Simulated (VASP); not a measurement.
# H4CO in VASP: further runs

The runs below take H4CO through single point, with PBE+D3(BJ).

Program: VASP 6.6.1. These are calculated values, not measurements. Logs are shortened: lines on timing, memory, paths and dates and some standing lists are left out, and cuts for length are marked.

## 1. The cell of the first run

The cell holds a disordered packing, 36 atoms: a = 7.380 Å, b = 7.380 Å, c = 7.380 Å, α = 90.00°, β = 90.00°, γ = 90.00°.

## 2. Single point, PBE+D3(BJ)

The input, INCAR:

```
PREC     = Accurate       # precision mode
ENCUT    = 520            # plane-wave cutoff, eV
EDIFF    = 1E-6           # SCF threshold, eV
ISMEAR   = -1             # smearing method
SIGMA    = 0.02           # smearing width, eV
LREAL    = Auto         
LASPH    = True           # aspherical terms in the spheres
NELM     = 80             # most SCF steps
ALGO     = Normal         # electronic algorithm
ISIF     = 2              # what is computed and relaxed
LWAVE    = False          # write WAVECAR
LCHARG   = False          # write CHGCAR
GGA      = PE             # functional
IVDW     = 12             # dispersion correction
NBANDS   = 66             # bands
```

The input, KPOINTS:

```
regular mesh
0
Gamma
  1 1 1
```

The input, POSCAR:

```
H4CO
1.0
    7.3803230000      0.0000000000      0.0000000000
    0.0000000000      7.3803230000      0.0000000000
    0.0000000000      0.0000000000      7.3803230000
C O H
6 6 24
Direct
    0.3307036833      0.9608658049      0.5220096736
    0.0977734985      0.7944096756      1.0470137960
    0.8211293733      0.2448673317      0.6477358782
    0.8554910131      0.3682359160      0.2004519314
    0.3539682477      0.2075112431      1.0031403775
    0.3475186655      0.4539232226      0.5098828330
    0.4933659408      0.8700974199      0.5864377480
    0.2083106661      0.6363000644      1.0553332151
    0.7682997072      0.1056051341      0.5253428610
    0.8396380484      0.1738812786      0.1991511754
    0.4753179502      0.0883701161      1.1038812258
    0.1757511155      0.5285405530      0.4419860757
    0.2732536232      0.8698941767      0.4116621996
    0.5899877282      0.9606896609      0.5690401355
    0.2295021505      0.9941841299      0.6233060531
    0.3599571455      1.0983123638      0.4729603298
   -0.0394020695      0.7523789948      1.0926351055
    0.3146881241      0.6625726272      0.9806887856
    0.1421482502      0.9073857608      1.1368608122
    0.0993181464      0.8507622227      0.9092826967
    0.7011752738      0.3305681879      0.7030586602
    0.7975802685      0.1250622771      0.3910126969
    0.8773328755      0.1746536026      0.7629069893
    0.9329808465      0.3414755696      0.5910581420
    0.9597411929      0.4010529078      0.2990113034
    0.7198871919      0.1429883218      0.1171899929
    0.8989308463      0.4045080412      0.0662979114
    0.7338296711      0.4454412090      0.2408431176
    0.4056191037      0.1956147448      0.8647859992
    0.4283552359      0.0578294473      1.2245805502
    0.2147331492      0.1541531448      1.0166492713
    0.3598758483      0.3494156015      1.0589238438
    0.3600655418      0.4744236804      0.6563533872
    0.1973490862      0.5333235415      0.3011250321
    0.3568407507      0.3071681280      0.4871331512
    0.4598308231      0.5155600913      0.4435442731
```

Potentials or basis: VASP PAW PBE potentials, release 64 (C, O, H).

Launch:

```console
$ cat potpaw_PBE.64/C/POTCAR potpaw_PBE.64/O/POTCAR potpaw_PBE.64/H/POTCAR > POTCAR
$ mpirun -np 1 vasp_gam > vasp.out
```

OUTCAR:

```text
PREC = Accurate
   ENCUT = 520
   EDIFF = 1E-6
   ISMEAR = -1
   LREAL = Auto
   LASPH = True
   NELM = 80
   ISIF = 2
   GGA = PE
   IVDW = 12
 IVDW          = 12

 ion  position               nearest neighbor table
   1  0.331  0.961  0.522-  15 1.09  16 1.10  13 1.14   7 1.45
   2  0.098  0.794  0.047-  20 1.10  17 1.11  19 1.11   8 1.43
   3  0.821  0.245  0.648-  23 1.08  21 1.16  24 1.17   9 1.42
   4  0.855  0.368  0.200-  27 1.07  25 1.09  28 1.10  10 1.44
   5  0.354  0.208  0.003-  29 1.09  31 1.10  32 1.13  11 1.46
   6  0.348  0.454  0.510-  36 1.06  33 1.10  35 1.10  12 1.47
   7  0.493  0.870  0.586-  14 0.99   1 1.45
   8  0.208  0.636  0.055-  18 0.98   2 1.43
   9  0.768  0.106  0.525-  22 1.02   3 1.42
  10  0.840  0.174  0.199-  26 1.09   4 1.44
  11  0.475  0.088  0.104-  30 0.98   5 1.46
  12  0.176  0.529  0.442-  34 1.05   6 1.47
  13  0.273  0.870  0.412-   1 1.14
  14  0.590  0.961  0.569-   7 0.99
  15  0.230  0.994  0.623-   1 1.09
  16  0.360  0.098  0.473-   1 1.10
  17  0.961  0.752  0.093-   2 1.11
  18  0.315  0.663  0.981-   8 0.98
[... 16 lines left out ...]
  35  0.357  0.307  0.487-   6 1.10
  36  0.460  0.516  0.444-   6 1.06

  LATTYP: Found a simple cubic cell.
 ALAT       =     7.3803230000

  Lattice vectors:

 A1 = (   7.3803230000,   0.0000000000,   0.0000000000)
 A2 = (   0.0000000000,   7.3803230000,   0.0000000000)
 A3 = (   0.0000000000,   0.0000000000,   7.3803230000)

Analysis of symmetry for initial positions (statically):
=====================================================================
 Subroutine PRICEL returns:
 Original cell was already a primitive cell.

 Routine SETGRP: Setting up the symmetry group for a
 simple cubic supercell.

 Subroutine GETGRP returns: Found  1 space group operations
 (whereof  1 operations were pure point group operations)
 out of a pool of 48 trial point group operations.

The static configuration has the point symmetry C_1 .

Analysis of symmetry for dynamics (positions and initial velocities):
=====================================================================
 Subroutine PRICEL returns:
 Original cell was already a primitive cell.

 Routine SETGRP: Setting up the symmetry group for a
 simple cubic supercell.

 Subroutine GETGRP returns: Found  1 space group operations
 (whereof  1 operations were pure point group operations)
 out of a pool of 48 trial point group operations.

The dynamic configuration has the point symmetry C_1 .

 Subroutine INISYM returns: Found  1 space group operations
 (whereof  1 operations are pure point group operations),
 and found     1 'primitive' translations

----------------------------------------------------------------------------------------

                                     Primitive cell

  volume of cell :     402.0001

  direct lattice vectors                    reciprocal lattice vectors
     7.380323000  0.000000000  0.000000000     0.135495425  0.000000000  0.000000000
     0.000000000  7.380323000  0.000000000     0.000000000  0.135495425  0.000000000
     0.000000000  0.000000000  7.380323000     0.000000000  0.000000000  0.135495425

  length of vectors
     7.380323000  7.380323000  7.380323000     0.135495425  0.135495425  0.135495425

  position of ions in fractional coordinates (direct lattice)
     0.330703683  0.960865805  0.522009674
     0.097773498  0.794409676  0.047013796
     0.821129373  0.244867332  0.647735878
     0.855491013  0.368235916  0.200451931
     0.353968248  0.207511243  0.003140378
     0.347518665  0.453923223  0.509882833
[... 28 lines left out ...]
     0.356840751  0.307168128  0.487133151
     0.459830823  0.515560091  0.443544273

  ion indices of the primitive-cell ions
   primitive index   ion index
                 1           1
                 2           2
                 3           3
                 4           4
                 5           5
                 6           6
[... 28 lines left out ...]
                35          35
                36          36

----------------------------------------------------------------------------------------

 KPOINTS: regular mesh

Automatic generation of k-mesh.
 Grid dimensions read from file:
 generate k-points for:    1    1    1

 Generating k-lattice:

  Cartesian coordinates                     Fractional coordinates (reciprocal lattice)
     0.135495425  0.000000000  0.000000000     1.000000000  0.000000000  0.000000000
     0.000000000  0.135495425  0.000000000     0.000000000  1.000000000  0.000000000
     0.000000000  0.000000000  0.135495425     0.000000000  0.000000000  1.000000000

  Length of vectors
     0.135495425  0.135495425  0.135495425

  Shift w.r.t. Gamma in fractional coordinates (k-lattice)
     0.000000000  0.000000000  0.000000000

 Subroutine IBZKPT returns following result:
 ===========================================

 Found      1 irreducible k-points:

 Following reciprocal coordinates:
            Coordinates               Weight
  0.000000  0.000000  0.000000      1.000000
   k-points           NKPTS =      1   k-points in BZ     NKDIM =      1   number of bands    NBANDS=     66
   number of dos      NEDOS =    301   number of ions     NIONS =     36
   total plane-waves  NPLWV = 175616
   dimension x,y,z NGX =    56 NGY =   56 NGZ =   56
   dimension x,y,z NGXF=   112 NGYF=  112 NGZF=  112
   ions per type =               6   6  24
   NGX,Y,Z   is equivalent  to a cutoff of  12.61, 12.61, 12.61 a.u.
   NGXF,Y,Z  is equivalent  to a cutoff of  25.23, 25.23, 25.23 a.u.
 SYSTEM =  unknown system
   PREC   = accura    normal or accurate (medium, high low for compatibility)
   ISTART =      0    job   : 0-new  1-cont  2-samecut
   ICHARG =      2    charge: 1-file 2-atom 10-const
   ISPIN  =      1    spin polarized calculation?
   LNONCOLLINEAR =      F non collinear calculations
   LSORBIT =      F    spin-orbit coupling
   LASPH  =      T    aspherical Exc in radial PAW
   ENCUT  =  520.0 eV  38.22 Ry    6.18 a.u.  13.72 13.72 13.72*2*pi/ulx,y,z
   NELM   =     80;   NELMIN=  2; NELMDL= -5     # of ELM steps
   EDIFF  = 0.1E-05   stopping-criterion for ELM
   LREAL  =      T    real-space projection
   EDIFFG = 0.1E-04   stopping-criterion for IOM
   NSW    =      0    number of steps for IOM
   IBRION =     -1    ionic relax: 0-MD 1-quasi-New 2-CG
   NFREE  =      0    steps in history (QN), initial steepest desc. (CG)
   ISIF   =      2    stress and relaxation
   ISYM   =      2    0-nonsym 1-usesym 2-fastsym
   POTIM  = 0.5000    time-step for ionic-motion
   TEBEG  =    0.0;   TEEND  =   0.0 temperature during run
   PSTRESS=    0.0 pullay stress
   NELECT =      84.0000    total number of electrons
   NUPDOWN=      -1.0000    fix difference up-down
   EMIN   =  10.00;   EMAX   =-10.00  energy-range for DOS
   EFERMI =   0.00;   METHOD = LEGACY
   ISMEAR =    -1;   SIGMA  =   0.02  broadening in eV -4-tet -1-fermi 0-gaus
   EFERMI_NEDOS =   21; number of points for ismear=-14 and -15
   IALGO  =     38    algorithm
   IMIX   =      4    mixing-type and parameters
     AMIX     =   0.40;   BMIX     =  1.00
     AMIX_MAG =   1.60;   BMIX_MAG =  1.00
  volume/ion in A,a.u.               =      11.17        75.36
  Fermi-wavevector in a.u.,A,eV,Ry     =   0.971462  1.835797 12.840345  0.943739
  Thomas-Fermi vector in A             =   2.101681
   LORBIT       =      0    0 simple, 1 ext, 2 COOP (PROOUT), +10 PAW based schemes
   GGA     = PE    functional components
   LHFCALC =     F    Hartree Fock is set to
   AEXX    =    0.0000 exact exchange contribution
   IVDW    =    12    specifies the selected vdW correction
   LEPSILON=     F    determine dielectric tensor
   LRPA    =     F    only Hartree local field effects (RPA)
 non-spin polarized calculation
  energy-cutoff  :      520.00
  volume of cell :      402.00
 maximum number of plane-waves:      5414
 NGX is ok and might be reduce to    54
   NGX = 27   NGY = 27   NGZ = 27

 number of electron      84.0000002 magnetization

 Free energy of the ion-electron system (eV)
  ---------------------------------------------------
  ext. energy  EPLUGINS =         0.00000000
  ---------------------------------------------------
  free energy    TOTEN  =      -181.57091254 eV

  energy without entropy =     -181.57091254  energy(sigma->0) =     -181.57091254

 E-fermi :  -2.3152     XC(G=0):  -6.3471

 val. band max:       -2.8397165159   @ k =   0.0000   0.0000   0.0000
 cond. band min:       1.6169414994   @ k =   0.0000   0.0000   0.0000
 fundamental gap:      4.4566580153
 Fermi energy:        -2.3152468335

 k-point     1 :       0.0000    0.0000    0.0000
  band No.  band energies     occupation
      1     -23.1554      2.00000
      2     -22.9091      2.00000
      3     -22.5920      2.00000
      4     -21.8182      2.00000
      5     -21.7488      2.00000
      6     -21.4847      2.00000
[... 46 lines left out ...]
     53       4.8009      0.00000
     54       5.1188      0.00000
 [bands above 54 left out]

------------------------ aborting loop because EDIFF is reached ----------------------------------------

 Edisp (eV)   -1.24769

 E8    (eV) :    -0.2701

  FORCE on cell =-STRESS in cart. coord.  units (eV):
  Direction    XX          YY          ZZ          XY          YZ          ZX
  --------------------------------------------------------------------------------------
  -------------------------------------------------------------------------------------
  Total      -5.34871    -2.31486    -3.97626     1.15072    -2.54691    -0.22574
  in kB     -21.31736    -9.22592   -15.84743     4.58623   -10.15076    -0.89971
  external pressure =      -15.46 kB  Pullay stress =        0.00 kB

 VOLUME and BASIS-vectors are now :
 -----------------------------------------------------------------------------
  energy-cutoff  :      520.00
  volume of cell :      402.00
      direct lattice vectors                 reciprocal lattice vectors
     7.380323000  0.000000000  0.000000000     0.135495425  0.000000000  0.000000000
     0.000000000  7.380323000  0.000000000     0.000000000  0.135495425  0.000000000
     0.000000000  0.000000000  7.380323000     0.000000000  0.000000000  0.135495425

 POSITION                                       TOTAL-FORCE (eV/Angst)
 -----------------------------------------------------------------------------------
      2.44070      7.09150      3.85260         0.693683     -1.225560     -1.086469
      0.72160      5.86300      0.34698        -0.622644      0.587595      0.346802
      6.06020      1.80720      4.78050         0.119473      1.396827     -0.489879
      6.31380      2.71770      1.47940         0.120876     -0.046213      0.112403
      2.61240      1.53150      0.02318         0.294166     -0.232711      1.112429
      2.56480      3.35010      3.76310        -1.315785     -0.176216      0.077472
[... 28 lines left out ...]
      2.63360      2.26700      3.59520        -0.182726      0.026230     -0.094159
      3.39370      3.80500      3.27350         0.925802      0.668452     -0.378729
 -----------------------------------------------------------------------------------
    total drift:                                0.020338      0.011134     -0.016540

  FREE ENERGIE OF THE ION-ELECTRON SYSTEM (eV)
  ---------------------------------------------------
  free  energy   TOTEN  =      -182.8185996096 eV

  energy  without entropy=     -182.8185996096  energy(sigma->0) =     -182.81859961
```

Wall time 58 s (1 thread of Intel Xeon Platinum 8259CL at 2.50GHz (Skylake/Cascade Lake), shared host); peak memory 0.38 GiB.

Results:

| Item | Value |
| --- | --- |
| Free energy | -182.8186 eV |
| Pressure | -1.5 GPa |
| Largest force | 3.577 eV/Å |
| Band gap on the k mesh | 4.46 eV |
| Dispersion energy per atom | -0.035 eV |

Forces in eV/Å, atoms in the order of the input:
```
C    0.694 -1.226 -1.086
C   -0.623  0.588  0.347
C    0.119  1.397 -0.490
C    0.121 -0.046  0.112
C    0.294 -0.233  1.112
C   -1.316 -0.176  0.077
O   -1.274  0.581  0.051
O    0.681 -0.063 -0.073
O   -0.333 -0.054  0.117
O   -2.796 -0.809 -2.079
O    0.303  0.011 -0.048
O    1.584 -0.387 -1.971
H   -0.054  0.847  0.821
H    0.632  0.036  0.118
H   -0.409 -0.569  0.671
H    0.386 -0.117 -0.495
H    0.318  0.293 -0.376
H   -0.042 -0.177  0.235
H    0.012 -0.538  0.032
H   -0.389 -0.159 -0.122
H    0.996 -0.687 -0.809
H    0.029  0.380  0.505
H    0.384 -0.177  0.808
H   -1.345 -0.994  0.554
H    0.217  0.069  0.089
H    2.075  0.398  1.929
H    0.210  0.718 -0.603
H   -0.217 -0.392 -0.102
H   -0.272  0.309 -0.139
H   -0.048  0.275 -0.296
H    0.097  0.306 -0.261
H   -0.065 -0.675 -0.484
H   -0.242  0.298  0.035
H   -0.471  0.276  2.294
H   -0.183  0.026 -0.094
H    0.926  0.668 -0.379
```

Levels at points of the mesh, in eV from the valence-band top:
```
           k point  band 38  band 39  band 40  band 41  band 42  band 43  band 44  band 45  band 46  band 47
(0.00, 0.00, 0.00)    -1.05    -0.66    -0.42    -0.17     0.00     4.46     5.48     5.98     6.28     6.44
```

Caveat: the k points lie up to 0.85 Å⁻¹ apart.

## 3. Single point, PBE+D3(BJ)

The input, INCAR:

```
  ALGO = Normal
  EDIFF = 1E-7
  ENCUT = 520
  GGA = PE
  ISIF = 2
  ISMEAR = -1
  IVDW = 12
  LASPH = True
  LCHARG = False
  LREAL = Auto
  LWAVE = False
  NBANDS = 66
  NELM = 60
  PREC = Accurate
  SIGMA = 0.02
```

The input, KPOINTS:

```
k-points
0
Gamma
  1 1 1
```

The input, POSCAR:

```
H4CO
1.0
    7.3803230000      0.0000000000      0.0000000000
    0.0000000000      7.3803230000      0.0000000000
    0.0000000000      0.0000000000      7.3803230000
C O H
6 6 24
Direct
    0.3140241965      0.9530206198      0.5239743572
    0.1056186836      0.7825131773      1.0787468245
    0.8012250954      0.2574413071      0.6735477566
    0.8536889239      0.3905926611      0.1776616010
    0.3695095730      0.1603046371      0.9462052000
    0.3675584388      0.4786646872      0.5353559729
    0.4761851209      0.8744468230      0.5902858181
    0.2357891382      0.6387525316      1.0861177756
    0.7858599143      0.1043992248      0.5540272424
    0.8151269260      0.2078364321      0.1695454250
    0.4816455865      0.1077730609      1.0914833944
    0.1938668538      0.5059534657      0.4453328127
    0.2444879445      0.8781322985      0.4082612644
    0.5767362756      0.9592263103      0.5792564905
    0.2168333283      0.9620581647      0.6279941948
    0.3432505596      1.0995860208      0.4813068480
   -0.0155819739      0.7170417880      1.0322041461
    0.3331967991      0.6529389025      0.9956339309
    0.0870964591      0.8376733647      1.2111394041
    0.1309834271      0.8976165406      0.9758244998
    0.6620848437      0.3048376067      0.7141828345
    0.8167122225      0.1463892569      0.4257808229
    0.8830236834      0.1967800054      0.7931902167
    0.8719537072      0.3804847024      0.6175610471
    0.9599579856      0.4337073052      0.2768713510
    0.7075571083      0.1851138494      0.1103339244
    0.8822649090      0.4740713923      0.0482092721
    0.7388159028      0.4787324349      0.2167520310
    0.4613754710      0.1727702162      0.8256007224
    0.4023265648      0.0672734784      1.1853004266
    0.2505174909      0.0661624159      0.9157187294
    0.3295384226      0.3059080206      0.9641854428
    0.3981126571      0.5535801075      0.6577083415
    0.2298408891      0.5752729250      0.3312998632
    0.3999147463      0.3335761863      0.5529568286
    0.4731364738      0.5411551771      0.4554001227
```

Potentials or basis: VASP PAW PBE potentials, release 64 (C, O, H).

Launch:

```console
$ cat potpaw_PBE.64/C/POTCAR potpaw_PBE.64/O/POTCAR potpaw_PBE.64/H/POTCAR > POTCAR
$ mpirun -np 1 vasp_gam > vasp.out
```

It took 64 s on 1 thread of Intel Xeon Platinum 8259CL at 2.50GHz (Skylake/Cascade Lake), shared host; peak memory 0.38 GiB.

It converged, with:

```yaml
Free_energy: -182.0984 eV
Pressure: -0.6 GPa
Largest_force: 4.027 eV/Å
Band_gap_on_the_k_mesh: 4.70 eV
Dispersion_energy_per_atom: -0.034 eV
```

Forces on the atoms (eV/Å):
```
C    1.013  1.334 -1.800
C    0.244  0.484 -1.980
C    0.563 -0.335  1.217
C   -0.007  3.823 -0.470
C    0.076  1.381 -1.748
C    0.123 -0.259 -0.891
O   -0.496 -0.772 -0.044
O    1.225  0.169 -0.295
O    0.335  0.866 -1.797
O    3.672 -0.222  1.638
O    0.153 -0.550 -0.254
O    1.344  0.925 -0.319
H    0.894  0.322  0.729
H    0.444  0.314 -0.219
H   -1.219  0.052  1.226
H   -0.429 -1.119  0.082
H   -1.073 -0.004 -0.093
H   -0.568  0.152  0.469
H   -0.215  0.472  0.822
H    0.091 -1.347  1.106
H    0.734 -0.262  0.104
H   -0.591 -0.594  0.985
H   -1.009  1.176 -0.762
H   -0.105 -0.890  0.074
H   -0.206 -1.025 -0.479
H   -3.088 -0.636 -1.315
H    0.392 -1.647  0.372
H   -0.608 -0.501  0.592
H   -0.614 -0.629  0.420
H   -0.247 -0.259  1.009
H    1.132  1.041  0.310
H   -0.630 -0.675  0.151
H   -0.977  0.205  1.003
H   -0.607 -0.984  0.993
H   -0.306  0.153 -0.020
H    0.559 -0.157 -0.816
```

Stress tensor (GPa, compression positive):
```
 0.44 -0.44 -0.41
-0.44 -1.82  1.51
-0.41  1.51 -0.37
```

Levels at points of the mesh, in eV from the valence-band top:
```tsv
k point	band 38	band 39	band 40	band 41	band 42	band 43	band 44	band 45	band 46	band 47
(0.00, 0.00, 0.00)	-0.70	-0.31	-0.19	-0.08	0.00	4.70	5.85	6.29	6.47	6.74
```

Caveat: the k points lie up to 0.85 Å⁻¹ apart.

[end of part 1 of 2]
